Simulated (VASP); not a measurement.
# Pt (Fm-3m) in VASP: further runs

The runs below take Pt through relaxation of cell and atoms, single point, with LDA.

Everything below comes from runs of VASP 6.6.1. Logs are shortened: lines on timing, memory, paths and dates and some standing lists are left out, and cuts for length are marked.

## Step 1: The cell of the first run

It takes space group Fm-3m (No. 225, cubic). The conventional cell has a = 3.891 Å, b = 3.891 Å, c = 3.891 Å, α = 90.00°, β = 90.00°, γ = 90.00°. Pt (site symmetry m-3m) has 12 Pt at 2.75 Å within 3.6 Å.

## Step 2: Relaxation of cell and atoms, LDA

INCAR

```
ALGO     = Normal         # electronic algorithm
EDIFF    = 1E-6           # SCF threshold, eV
EDIFFG   = -0.005         # ionic threshold
ENCUT    = 600            # plane-wave cutoff, eV
GGA      = CA             # functional
IBRION   = 2              # ionic algorithm
ISIF     = 3              # what is computed and relaxed
ISMEAR   = 0              # smearing method
LASPH    = True           # aspherical terms in the spheres
LCHARG   = False          # write CHGCAR
LREAL    = False          # projectors in reciprocal space
LWAVE    = False          # write WAVECAR
NELM     = 100            # most SCF steps
NSW      = 100            # ionic steps
PREC     = Accurate       # precision mode
SIGMA    = 0.1            # smearing width, eV
```

KPOINTS

```
k-points
0
Gamma
  18 18 18
```

POSCAR

```
Pt
1.0
    0.0000000000      1.9457172375      1.9457172375
    1.9457172375      0.0000000000      1.9457172375
    1.9457172375      1.9457172375      0.0000000000
Pt
1
Direct
    0.0000000000      0.0000000000      0.0000000000
```

Potentials or basis: VASP PAW LDA potentials, release 64 (Pt).

Run with:

```
$ cat potpaw_LDA.64/Pt/POTCAR > POTCAR
$ mpirun -np 1 vasp_std > vasp.out
```

OUTCAR:

```text
EDIFF = 1E-6
   EDIFFG = -0.005
   ENCUT = 600
   GGA = CA
   IBRION = 2
   ISIF = 3
   ISMEAR = 0
   LASPH = True
   LREAL = False
   NELM = 100
   NSW = 100
   PREC = Accurate

 ion  position               nearest neighbor table
   1  0.000  0.000  0.000-

  LATTYP: Found a face centered cubic cell.
 ALAT       =     3.8914344750

  Lattice vectors:

 A1 = (   0.0000000000,   1.9457172375,   1.9457172375)
 A2 = (   1.9457172375,   0.0000000000,   1.9457172375)
 A3 = (   1.9457172375,   1.9457172375,   0.0000000000)

Analysis of symmetry for initial positions (statically):
=====================================================================
 Subroutine PRICEL returns:
 Original cell was already a primitive cell.

 Routine SETGRP: Setting up the symmetry group for a
 face centered cubic supercell.

 Subroutine GETGRP returns: Found 48 space group operations
 (whereof 48 operations were pure point group operations)
 out of a pool of 48 trial point group operations.

The static configuration has the point symmetry O_h .

Analysis of symmetry for dynamics (positions and initial velocities):
=====================================================================
 Subroutine PRICEL returns:
 Original cell was already a primitive cell.

 Routine SETGRP: Setting up the symmetry group for a
 face centered cubic supercell.

 Subroutine GETGRP returns: Found 48 space group operations
 (whereof 48 operations were pure point group operations)
 out of a pool of 48 trial point group operations.

The dynamic configuration has the point symmetry O_h .

 Subroutine INISYM returns: Found 48 space group operations
 (whereof 48 operations are pure point group operations),
 and found     1 'primitive' translations

----------------------------------------------------------------------------------------

                                     Primitive cell

  volume of cell :      14.7323

  direct lattice vectors                    reciprocal lattice vectors
     0.000000000  1.945717238  1.945717238    -0.256974647  0.256974647  0.256974647
     1.945717238  0.000000000  1.945717238     0.256974647 -0.256974647  0.256974647
     1.945717238  1.945717238  0.000000000     0.256974647  0.256974647 -0.256974647

  length of vectors
     2.751659706  2.751659706  2.751659706     0.445093145  0.445093145  0.445093145

  position of ions in fractional coordinates (direct lattice)
     0.000000000  0.000000000  0.000000000

  ion indices of the primitive-cell ions
   primitive index   ion index
                 1           1

----------------------------------------------------------------------------------------

 KPOINTS: k-points

Automatic generation of k-mesh.
 Grid dimensions read from file:
 generate k-points for:   18   18   18

 Generating k-lattice:

  Cartesian coordinates                     Fractional coordinates (reciprocal lattice)
    -0.014276369  0.014276369  0.014276369     0.055555556  0.000000000  0.000000000
     0.014276369 -0.014276369  0.014276369     0.000000000  0.055555556  0.000000000
     0.014276369  0.014276369 -0.014276369     0.000000000  0.000000000  0.055555556

  Length of vectors
     0.024727397  0.024727397  0.024727397

  Shift w.r.t. Gamma in fractional coordinates (k-lattice)
     0.000000000  0.000000000  0.000000000

 Subroutine IBZKPT returns following result:
 ===========================================

 Found    195 irreducible k-points:

 Following reciprocal coordinates:
            Coordinates               Weight
  0.000000  0.000000  0.000000      1.000000
  0.055556  0.000000  0.000000      8.000000
  0.111111  0.000000  0.000000      8.000000
  0.166667  0.000000  0.000000      8.000000
  0.222222  0.000000  0.000000      8.000000
  0.277778  0.000000  0.000000      8.000000
[... 16 lines left out ...]
 -0.277778  0.055556  0.000000     24.000000
 -0.222222  0.055556  0.000000     24.000000
 [... further k-points ...]
   k-points           NKPTS =    195   k-points in BZ     NKDIM =    195   number of bands    NBANDS=      9
   number of dos      NEDOS =    301   number of ions     NIONS =      1
   total plane-waves  NPLWV =  13824
   dimension x,y,z NGX =    24 NGY =   24 NGZ =   24
   dimension x,y,z NGXF=    48 NGYF=   48 NGZF=   48
   ions per type =               1
   NGX,Y,Z   is equivalent  to a cutoff of  14.50, 14.50, 14.50 a.u.
   NGXF,Y,Z  is equivalent  to a cutoff of  29.00, 29.00, 29.00 a.u.
 SYSTEM =  unknown system
   PREC   = accura    normal or accurate (medium, high low for compatibility)
   ISTART =      0    job   : 0-new  1-cont  2-samecut
   ICHARG =      2    charge: 1-file 2-atom 10-const
   ISPIN  =      1    spin polarized calculation?
   LNONCOLLINEAR =      F non collinear calculations
   LSORBIT =      F    spin-orbit coupling
   LASPH  =      T    aspherical Exc in radial PAW
   ENCUT  =  600.0 eV  44.10 Ry    6.64 a.u.   5.50  5.50  5.50*2*pi/ulx,y,z
   NELM   =    100;   NELMIN=  2; NELMDL= -5     # of ELM steps
   EDIFF  = 0.1E-05   stopping-criterion for ELM
   LREAL  =      F    real-space projection
   EDIFFG = -.5E-02   stopping-criterion for IOM
   NSW    =    100    number of steps for IOM
   IBRION =      2    ionic relax: 0-MD 1-quasi-New 2-CG
   NFREE  =      1    steps in history (QN), initial steepest desc. (CG)
   ISIF   =      3    stress and relaxation
   ISYM   =      2    0-nonsym 1-usesym 2-fastsym
   POTIM  = 0.5000    time-step for ionic-motion
   TEBEG  =    0.0;   TEEND  =   0.0 temperature during run
   PSTRESS=    0.0 pullay stress
   NELECT =      10.0000    total number of electrons
   NUPDOWN=      -1.0000    fix difference up-down
   EMIN   =  10.00;   EMAX   =-10.00  energy-range for DOS
[... 5 lines left out ...]
     AMIX     =   0.40;   BMIX     =  1.00
     AMIX_MAG =   1.60;   BMIX_MAG =  1.00
  volume/ion in A,a.u.               =      14.73        99.42
  Fermi-wavevector in a.u.,A,eV,Ry     =   1.438749  2.718842 28.164051  2.069999
  Thomas-Fermi vector in A             =   2.557681
   LORBIT       =      0    0 simple, 1 ext, 2 COOP (PROOUT), +10 PAW based schemes
   GGA     = CA    functional components
   LHFCALC =     F    Hartree Fock is set to
   AEXX    =    0.0000 exact exchange contribution
   IVDW    =     0    specifies the selected vdW correction
   LEPSILON=     F    determine dielectric tensor
   LRPA    =     F    only Hartree local field effects (RPA)
 conjugate gradient relaxation of ions
 non-spin polarized calculation
 Gauss-broadening in eV      SIGMA  =   0.10
  energy-cutoff  :      600.00
  volume of cell :       14.73
 maximum number of plane-waves:       531
 NGX is ok and might be reduce to    24
   NGX = 11   NGY = 11   NGZ = 11

--------------------------------------- Ionic step        1  -------------------------------------------

 number of electron      10.0000000 magnetization

 number of electron       9.9999999 magnetization

 Free energy of the ion-electron system (eV)
  ---------------------------------------------------
  ext. energy  EPLUGINS =         0.00000000
  ---------------------------------------------------
  free energy    TOTEN  =        -7.50689254 eV

  energy without entropy =       -7.49661464  energy(sigma->0) =       -7.50175359

------------------------ aborting loop because EDIFF is reached ----------------------------------------

  FORCE on cell =-STRESS in cart. coord.  units (eV):
  Direction    XX          YY          ZZ          XY          YZ          ZX
  --------------------------------------------------------------------------------------
  -------------------------------------------------------------------------------------
  Total        0.1300850      0.1300850      0.1300850     -0.0000000      0.0000000      0.0000000
  in kB       14.1471375     14.1471375     14.1471375     -0.0000000      0.0000000      0.0000000
  external PRESSURE =      14.1471375 kB  Pullay stress =       0.0000000 kB

 VOLUME and BASIS-vectors are now :
 -----------------------------------------------------------------------------
  energy-cutoff  :      600.00
  volume of cell :       14.73
      direct lattice vectors                 reciprocal lattice vectors
     0.000000000  1.945717238  1.945717238    -0.256974647  0.256974647  0.256974647
     1.945717238  0.000000000  1.945717238     0.256974647 -0.256974647  0.256974647
     1.945717238  1.945717238  0.000000000     0.256974647  0.256974647 -0.256974647
[... 36 lines left out ...]
 POSITION                                       TOTAL-FORCE (eV/Angst)
 -----------------------------------------------------------------------------------
      0.00000      0.00000      0.00000        -0.000000      0.000000     -0.000000
 -----------------------------------------------------------------------------------
    total drift:                               -0.000000     -0.000000     -0.000000

  FREE ENERGIE OF THE ION-ELECTRON SYSTEM (eV)
  ---------------------------------------------------
  free  energy   TOTEN  =        -7.5043622081 eV

  energy  without entropy=       -7.4937615155  energy(sigma->0) =       -7.49906186

--------------------------------------- Ionic step        3  -------------------------------------------

 number of electron       9.9999999 magnetization

 Free energy of the ion-electron system (eV)
  ---------------------------------------------------
  ext. energy  EPLUGINS =         0.00000000
  ---------------------------------------------------
  free energy    TOTEN  =        -7.50718640 eV

  energy without entropy =       -7.49682967  energy(sigma->0) =       -7.50200804

 E-fermi :  11.5126     XC(G=0): -13.7971

 val. band max:       11.5077810836   @ k =  -0.3333   0.3889   0.1111
 cond. band min:      11.5255936506   @ k =   0.3889   0.2222   0.0000
 fundamental gap:      0.0178125670
 Fermi energy:        11.5125818150

 k-point     1 :       0.0000    0.0000    0.0000
  band No.  band energies     occupation
      1       1.0512      2.00000
      2       7.5713      2.00000
      3       7.5713      2.00000
      4       7.5713      2.00000
      5       9.8320      2.00000
      6       9.8320      2.00000
      7      26.0763      0.00000
      8      31.1044      0.00000
      9      31.1044      0.00000

 k-point     2 :       0.0556    0.0000    0.0000
  band No.  band energies     occupation
      1       1.1782      2.00000
      2       7.5132      2.00000
      3       7.6228      2.00000
      4       7.6228      2.00000
      5       9.8022      2.00000
      6       9.8022      2.00000
      7      26.2788      0.00000
      8      30.4464      0.00000
      9      31.3034      0.00000
[... 253 lines left out ...]
 k-point    24 :      -0.2222    0.0556    0.0000
  band No.  band energies     occupation
      1       3.1272      2.00000
      2       7.0677      2.00000
      3       7.9822      2.00000
      4       8.0510      2.00000
      5       9.6187      2.00000
      6      10.3274      2.00000
      7      25.2860      0.00000
      8      28.0978      0.00000
      9      32.7277      0.00000

 [... further k-points ...]

------------------------ aborting loop because EDIFF is reached ----------------------------------------

  FORCE on cell =-STRESS in cart. coord.  units (eV):
  Direction    XX          YY          ZZ          XY          YZ          ZX
  --------------------------------------------------------------------------------------
  -------------------------------------------------------------------------------------
  Total       -0.0001612     -0.0001612     -0.0001612      0.0000000      0.0000000      0.0000000
  in kB       -0.0174541     -0.0174541     -0.0174541      0.0000000      0.0000000      0.0000000
  external PRESSURE =      -0.0174541 kB  Pullay stress =       0.0000000 kB

 VOLUME and BASIS-vectors are now :
 -----------------------------------------------------------------------------
  energy-cutoff  :      600.00
  volume of cell :       14.80
      direct lattice vectors                 reciprocal lattice vectors
    -0.000000000  1.948684965  1.948684965    -0.256583290  0.256583290  0.256583290
     1.948684965  0.000000000  1.948684965     0.256583290 -0.256583290  0.256583290
     1.948684965  1.948684965  0.000000000     0.256583290  0.256583290 -0.256583290

 POSITION                                       TOTAL-FORCE (eV/Angst)
 -----------------------------------------------------------------------------------
      0.00000      0.00000      0.00000         0.000000      0.000000      0.000000
 -----------------------------------------------------------------------------------
    total drift:                               -0.000000      0.000000     -0.000000

  FREE ENERGIE OF THE ION-ELECTRON SYSTEM (eV)
  ---------------------------------------------------
  free  energy   TOTEN  =        -7.5071863986 eV

  energy  without entropy=       -7.4968296745  energy(sigma->0) =       -7.50200804

 reached required accuracy - stopping structural energy minimisation
```

It took 35 s on 1 thread of Intel Xeon Platinum 8259CL at 2.50GHz (Skylake/Cascade Lake), shared host; peak memory 0.16 GiB.

Results:

```yaml
Free_energy: -7.5072 eV
Relaxed_volume: 14.80 Å³/atom
Relaxed_cell: a = 2.756 Å, b = 2.756 Å, c = 2.756 Å, α = 60.00°, β = 60.00°, γ = 60.00°
Space_group_after_relaxing_to_0.05_Å: Fm-3m (No. 225)
Energy_gained_by_relaxing: 0.3 meV/atom
Ionic_steps: 3
Pressure_after_relaxing: 0.0 GPa
Band_gap_on_the_k_mesh: zero (band 5 reaches 12.02 eV, above the bottom of band 6 at 9.72 eV)
```

Step by step:
| step | energy change (eV) | largest force (eV/Å) | pressure (GPa) | volume (Å³) |
| --- | --- | --- | --- | --- |
| 1 | 0.0000 | 0.0000 | 1.41 | 14.73 |
| 2 | 0.0025 | 0.0000 | -4.20 | 15.01 |
| 3 | -0.0003 | 0.0000 | 0.00 | 14.80 |

Final structure:
```xyz
1
Lattice="0.0000 1.9487 1.9487 1.9487 0.0000 1.9487 1.9487 1.9487 0.0000" Properties=species:S:1:pos:R:3 pbc="T T T"
Pt    0.0000    0.0000    0.0000
```

Caveat: spin-orbit coupling is left out, which moves the levels of the heavy elements.

(Part 1 of 3 ends here.)
